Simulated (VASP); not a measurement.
# TePb (Fm-3m) in VASP: notebook

Runs on TePb. Level: PBE. Tasks: single point.

All numbers are computed with VASP 6.6.1; they aren't measurements. Logs are shortened: lines on timing, memory, paths and dates and some standing lists are left out, and cuts for length are marked.

### Step 1. The cell of the first run

Symmetry: Fm-3m, No. 225, cubic system. The conventional cell has a = 6.419 Å, b = 6.419 Å, c = 6.419 Å, α = 90.00°, β = 90.00°, γ = 90.00°. Within 4.2 Å of Pb (site symmetry m-3m) lie 6 Te at 3.21 Å. Te (site symmetry m-3m) has 6 Pb at 3.21 Å within 4.2 Å.

### Step 2. Single point, PBE, collinear spin, ferromagnetic start (volume scaled by 0.98)

INCAR

```
SYSTEM = TePb
PREC     = Accurate       ! precision mode
ENCUT    = 520            ! plane-wave cutoff, eV
EDIFF    = 1E-6           ! SCF threshold, eV
ISMEAR   = 0              ! smearing method
SIGMA    = 0.025          ! smearing width, eV
LREAL    = .False.        ! projectors in reciprocal space
LASPH    = .True.         ! aspherical terms in the spheres
NELM     = 150            ! most SCF steps
ALGO     = Normal         ! electronic algorithm
ISIF     = 2              ! what is computed and relaxed
LWAVE    = .False.        ! write WAVECAR
LCHARG   = .True.         ! write CHGCAR
ISPIN    = 2              ! spin polarisation
MAGMOM   = 1 0            ! initial moments
LORBIT   = 11             ! projections on sites
NUPDOWN  = 1.0            ! fixed moment
GGA      = PE             ! functional
LELF     = .True.         ! ELF
LVHAR    = .True.       
NBANDS   = 21             ! bands
```

KPOINTS

```
regular mesh
0
Gamma
  7 7 7
  0 0 0
```

POSCAR

```
TePb
1.0
    0.0000000000      3.2093147829      3.2093147829
    3.2093147829      0.0000000000      3.2093147829
    3.2093147829      3.2093147829      0.0000000000
Pb Te
1 1
Direct
    0.0000000000      0.0000000000      0.0000000000
    0.5000000000      0.5000000000      0.5000000000
```

Potentials or basis: VASP PAW PBE potentials, release 64 (Pb_d, Te).

Run with:

```bash
cat potpaw_PBE.64/Pb_d/POTCAR potpaw_PBE.64/Te/POTCAR > POTCAR
mpirun -np 1 vasp_std > vasp.out
```

OUTCAR:

```text
SYSTEM = TePb
   PREC = Accurate
   ENCUT = 520
   EDIFF = 1E-6
   ISMEAR = 0
   LREAL = .False.
   LASPH = .True.
   NELM = 150
   ISIF = 2
   ISPIN = 2
   LORBIT = 11
   NUPDOWN = 1.0
   GGA = PE

 ion  position               nearest neighbor table
   1  0.000  0.000  0.000-   2 3.21   2 3.21   2 3.21   2 3.21   2 3.21   2 3.21
   2  0.500  0.500  0.500-   1 3.21   1 3.21   1 3.21   1 3.21   1 3.21   1 3.21

  LATTYP: Found a face centered cubic cell.
 ALAT       =     6.4186295658

  Lattice vectors:

 A1 = (   0.0000000000,   3.2093147829,   3.2093147829)
 A2 = (   3.2093147829,   0.0000000000,   3.2093147829)
 A3 = (   3.2093147829,   3.2093147829,   0.0000000000)

Analysis of symmetry for initial positions (statically):
=====================================================================
 Subroutine PRICEL returns:
 Original cell was already a primitive cell.

 Routine SETGRP: Setting up the symmetry group for a
 face centered cubic supercell.

 Subroutine GETGRP returns: Found 48 space group operations
[... 9 lines left out ...]

 Routine SETGRP: Setting up the symmetry group for a
 face centered cubic supercell.

 Subroutine GETGRP returns: Found 48 space group operations
 (whereof 48 operations were pure point group operations)
 out of a pool of 48 trial point group operations.

The dynamic configuration has the point symmetry O_h .

Analysis of structural, dynamic, and magnetic symmetry:
=====================================================================
 Subroutine PRICEL returns:
 Original cell was already a primitive cell.

 Routine SETGRP: Setting up the symmetry group for a
 face centered cubic supercell.

 Subroutine GETGRP returns: Found 48 space group operations
 (whereof 48 operations were pure point group operations)
 out of a pool of 48 trial point group operations.

The overall configuration has the point symmetry O_h .

 Subroutine INISYM returns: Found 48 space group operations
[... 5 lines left out ...]
                                     Primitive cell

  volume of cell :      66.1100

  direct lattice vectors                    reciprocal lattice vectors
     0.000000000  3.209314783  3.209314783    -0.155796497  0.155796497  0.155796497
     3.209314783  0.000000000  3.209314783     0.155796497 -0.155796497  0.155796497
     3.209314783  3.209314783  0.000000000     0.155796497  0.155796497 -0.155796497

  length of vectors
     4.538656492  4.538656492  4.538656492     0.269847448  0.269847448  0.269847448

  position of ions in fractional coordinates (direct lattice)
     0.000000000  0.000000000  0.000000000
     0.500000000  0.500000000  0.500000000

  ion indices of the primitive-cell ions
   primitive index   ion index
                 1           1
                 2           2

----------------------------------------------------------------------------------------

 KPOINTS: regular mesh

Automatic generation of k-mesh.
 Grid dimensions read from file:
 generate k-points for:    7    7    7

 Generating k-lattice:

  Cartesian coordinates                     Fractional coordinates (reciprocal lattice)
    -0.022256642  0.022256642  0.022256642     0.142857143  0.000000000  0.000000000
     0.022256642 -0.022256642  0.022256642     0.000000000  0.142857143  0.000000000
     0.022256642  0.022256642 -0.022256642     0.000000000  0.000000000  0.142857143

  Length of vectors
     0.038549635  0.038549635  0.038549635

  Shift w.r.t. Gamma in fractional coordinates (k-lattice)
     0.000000000  0.000000000  0.000000000

 Subroutine IBZKPT returns following result:
 ===========================================

 Found     20 irreducible k-points:

 Following reciprocal coordinates:
            Coordinates               Weight
  0.000000  0.000000  0.000000      1.000000
  0.142857  0.000000  0.000000      8.000000
  0.285714  0.000000  0.000000      8.000000
  0.428571  0.000000  0.000000      8.000000
  0.142857  0.142857  0.000000      6.000000
  0.285714  0.142857  0.000000     24.000000
[... 12 lines left out ...]
 -0.428571  0.428571  0.142857     24.000000
 -0.285714  0.428571  0.142857     24.000000
   k-points           NKPTS =     20   k-points in BZ     NKDIM =     20   number of bands    NBANDS=     21
   number of dos      NEDOS =    301   number of ions     NIONS =      2
   total plane-waves  NPLWV =  46656
   dimension x,y,z NGX =    36 NGY =   36 NGZ =   36
   dimension x,y,z NGXF=    72 NGYF=   72 NGZF=   72
   ions per type =               1   1
   NGX,Y,Z   is equivalent  to a cutoff of  13.19, 13.19, 13.19 a.u.
   NGXF,Y,Z  is equivalent  to a cutoff of  26.37, 26.37, 26.37 a.u.
 SYSTEM =  TePb
   PREC   = accura    normal or accurate (medium, high low for compatibility)
   ISTART =      0    job   : 0-new  1-cont  2-samecut
   ICHARG =      2    charge: 1-file 2-atom 10-const
   ISPIN  =      2    spin polarized calculation?
   LNONCOLLINEAR =      F non collinear calculations
   LSORBIT =      F    spin-orbit coupling
   LASPH  =      T    aspherical Exc in radial PAW
   ENCUT  =  520.0 eV  38.22 Ry    6.18 a.u.   8.44  8.44  8.44*2*pi/ulx,y,z
   NELM   =    150;   NELMIN=  2; NELMDL= -5     # of ELM steps
   EDIFF  = 0.1E-05   stopping-criterion for ELM
   LREAL  =      F    real-space projection
   EDIFFG = 0.1E-04   stopping-criterion for IOM
   NSW    =      0    number of steps for IOM
   IBRION =     -1    ionic relax: 0-MD 1-quasi-New 2-CG
   NFREE  =      0    steps in history (QN), initial steepest desc. (CG)
   ISIF   =      2    stress and relaxation
   ISYM   =      2    0-nonsym 1-usesym 2-fastsym
   POTIM  = 0.5000    time-step for ionic-motion
   TEBEG  =    0.0;   TEEND  =   0.0 temperature during run
   PSTRESS=    0.0 pullay stress
   NELECT =      20.0000    total number of electrons
   NUPDOWN=       1.0000    fix difference up-down
   EMIN   =  10.00;   EMAX   =-10.00  energy-range for DOS
   EFERMI =   0.00;   METHOD = LEGACY
   ISMEAR =     0;   SIGMA  =   0.03  broadening in eV -4-tet -1-fermi 0-gaus
   EFERMI_NEDOS =   21; number of points for ismear=-14 and -15
   IALGO  =     38    algorithm
   IMIX   =      4    mixing-type and parameters
     AMIX     =   0.40;   BMIX     =  1.00
     AMIX_MAG =   1.60;   BMIX_MAG =  1.00
  volume/ion in A,a.u.               =      33.05       223.07
  Fermi-wavevector in a.u.,A,eV,Ry     =   1.098995  2.076800 16.432991  1.207791
  Thomas-Fermi vector in A             =   2.235382
   LORBIT       =     11    0 simple, 1 ext, 2 COOP (PROOUT), +10 PAW based schemes
   GGA     = PE    functional components
   LHFCALC =     F    Hartree Fock is set to
   AEXX    =    0.0000 exact exchange contribution
   IVDW    =     0    specifies the selected vdW correction
   LEPSILON=     F    determine dielectric tensor
   LRPA    =     F    only Hartree local field effects (RPA)
 spin polarized calculation
 Gauss-broadening in eV      SIGMA  =   0.03
  energy-cutoff  :      520.00
  volume of cell :       66.11
 maximum number of plane-waves:      1807
 NGX is ok and might be reduce to    36
   NGX = 17   NGY = 17   NGZ = 17

 number of electron      20.0000000 magnetization       1.0000000

 Free energy of the ion-electron system (eV)
  ---------------------------------------------------
  ext. energy  EPLUGINS =         0.00000000
  ---------------------------------------------------
  free energy    TOTEN  =        -6.52176302 eV

  energy without entropy =       -6.52076775  energy(sigma->0) =       -6.52126538

 E-fermi :   5.1341     XC(G=0):  -9.4131

 val. band max:        7.4958476813   @ k =   0.2857   0.0000   0.0000
 cond. band min:       5.1448760635   @ k =  -0.4286   0.1429   0.0000
 fundamental gap:     -2.3509716178
 Fermi energy:         7.5008638849

 spin component 1

 k-point     1 :       0.0000    0.0000    0.0000
  band No.  band energies     occupation
      1     -10.7150      1.00000
      2     -10.7150      1.00000
      3     -10.7012      1.00000
      4     -10.7012      1.00000
      5     -10.7012      1.00000
      6      -6.5882      1.00000
[... 13 lines left out ...]
     20      13.6527      0.00000
     21      24.2086      0.00000

 k-point     2 :       0.1429    0.0000    0.0000
  band No.  band energies     occupation
      1     -10.7179      1.00000
      2     -10.7179      1.00000
      3     -10.7007      1.00000
      4     -10.6980      1.00000
      5     -10.6980      1.00000
      6      -6.4140      1.00000
[... 13 lines left out ...]
     20      14.7432      0.00000
     21      22.1977      0.00000

 k-point     3 :       0.2857    0.0000    0.0000
  band No.  band energies     occupation
      1     -10.7254      1.00000
      2     -10.7254      1.00000
      3     -10.6997      1.00000
      4     -10.6897      1.00000
      5     -10.6897      1.00000
      6      -5.9262      1.00000
[... 13 lines left out ...]
     20      17.2364      0.00000
     21      19.4002      0.00000
[... 361 lines left out ...]
 k-point    19 :      -0.4286    0.4286    0.1429
  band No.  band energies     occupation
      1     -10.7771      1.00000
      2     -10.7113      1.00000
      3     -10.7050      1.00000
      4     -10.6802      1.00000
      5     -10.6730      1.00000
      6      -4.9215      1.00000
[... 13 lines left out ...]
     20      18.3592      0.00000
     21      19.2086      0.00000

 k-point    20 :      -0.2857    0.4286    0.1429
  band No.  band energies     occupation
      1     -10.7693      1.00000
      2     -10.7179      1.00000
      3     -10.6964      1.00000
      4     -10.6882      1.00000
      5     -10.6732      1.00000
      6      -4.8070      1.00000
[... 13 lines left out ...]
     20      18.5203      0.00000
     21      20.4280      0.00000
 Fermi energy:         5.1340860243

 spin component 2

 k-point     1 :       0.0000    0.0000    0.0000
  band No.  band energies     occupation
      1     -10.6354      1.00000
      2     -10.6354      1.00000
      3     -10.6159      1.00000
      4     -10.6159      1.00000
      5     -10.6159      1.00000
      6      -6.2637      1.00000
[... 13 lines left out ...]
     20      13.9965      0.00000
     21      24.5807      0.00000

 k-point     2 :       0.1429    0.0000    0.0000
  band No.  band energies     occupation
      1     -10.6380      1.00000
      2     -10.6380      1.00000
      3     -10.6154      1.00000
      4     -10.6130      1.00000
      5     -10.6130      1.00000
      6      -6.0908      1.00000
[... 13 lines left out ...]
     20      15.0914      0.00000
     21      22.5666      0.00000

 k-point     3 :       0.2857    0.0000    0.0000
  band No.  band energies     occupation
      1     -10.6449      1.00000
      2     -10.6449      1.00000
      3     -10.6144      1.00000
      4     -10.6054      1.00000
      5     -10.6054      1.00000
      6      -5.6072      1.00000
[... 13 lines left out ...]
     20      17.6271      0.00000
     21      19.7723      0.00000
[... 361 lines left out ...]
 k-point    19 :      -0.4286    0.4286    0.1429
  band No.  band energies     occupation
      1     -10.6927      1.00000
      2     -10.6318      1.00000
      3     -10.6194      1.00000
      4     -10.5960      1.00000
      5     -10.5892      1.00000
      6      -4.6222      1.00000
[... 13 lines left out ...]
     20      18.7382      0.00000
     21      19.5471      0.00000

 k-point    20 :      -0.2857    0.4286    0.1429
  band No.  band energies     occupation
      1     -10.6855      1.00000
      2     -10.6380      1.00000
      3     -10.6113      1.00000
      4     -10.6035      1.00000
      5     -10.5893      1.00000
      6      -4.5100      1.00000
[... 13 lines left out ...]
     20      18.8909      0.00000
     21      20.7857      0.00000

------------------------ aborting loop because EDIFF is reached ----------------------------------------

  FORCE on cell =-STRESS in cart. coord.  units (eV):
  Direction    XX          YY          ZZ          XY          YZ          ZX
  --------------------------------------------------------------------------------------
  -------------------------------------------------------------------------------------
  Total        1.2747938      1.2747938      1.2747938      0.0000000      0.0000000      0.0000000
  in kB       30.8946715     30.8946715     30.8946715      0.0000000      0.0000000      0.0000000
  external PRESSURE =      30.8946715 kB  Pullay stress =       0.0000000 kB

 VOLUME and BASIS-vectors are now :
 -----------------------------------------------------------------------------
  energy-cutoff  :      520.00
  volume of cell :       66.11
      direct lattice vectors                 reciprocal lattice vectors
     0.000000000  3.209314783  3.209314783    -0.155796497  0.155796497  0.155796497
     3.209314783  0.000000000  3.209314783     0.155796497 -0.155796497  0.155796497
     3.209314783  3.209314783  0.000000000     0.155796497  0.155796497 -0.155796497

 POSITION                                       TOTAL-FORCE (eV/Angst)
 -----------------------------------------------------------------------------------
      0.00000      0.00000      0.00000         0.000000      0.000000      0.000000
      3.20931      3.20931      3.20931        -0.000000     -0.000000      0.000000
 -----------------------------------------------------------------------------------
    total drift:                               -0.000000      0.000000      0.000000

  FREE ENERGIE OF THE ION-ELECTRON SYSTEM (eV)
  ---------------------------------------------------
  free  energy   TOTEN  =        -6.5217630228 eV

  energy  without entropy=       -6.5207677453  energy(sigma->0) =       -6.52126538

 total charge

# of ion       s       p       d       tot
------------------------------------------
    1        1.398   0.698   9.825  11.921
    2        1.406   1.910   0.032   3.348
--------------------------------------------------
tot          2.804   2.608   9.857  15.269

 magnetization (x)

# of ion       s       p       d       tot
------------------------------------------
    1        0.060   0.184   0.006   0.250
    2        0.032   0.208   0.016   0.255
--------------------------------------------------
tot          0.092   0.392   0.022   0.506
```

It took 66 s on 1 thread of AMD EPYC 7R43 (Zen 3), shared host; peak memory 0.22 GiB.

What came out:

```
Free energy                                           : -6.5218 eV
Pressure                                              : 3.1 GPa
Net moment                                            : 1.00 μB per cell
Site moments                                          : Pb +0.25; Te +0.26 μB
Valence electrons inside the program's atomic spheres : Pb 11.92; Te 3.35
```

Caveat: this odd mesh misses L, where the gap lies, so gap, dielectric constants and Born charges aren't listed; spin-orbit coupling is left out, which moves the levels of the heavy elements; the total moment is fixed, so each spin has its own Fermi level.

(Continued in part 2 of 2.)
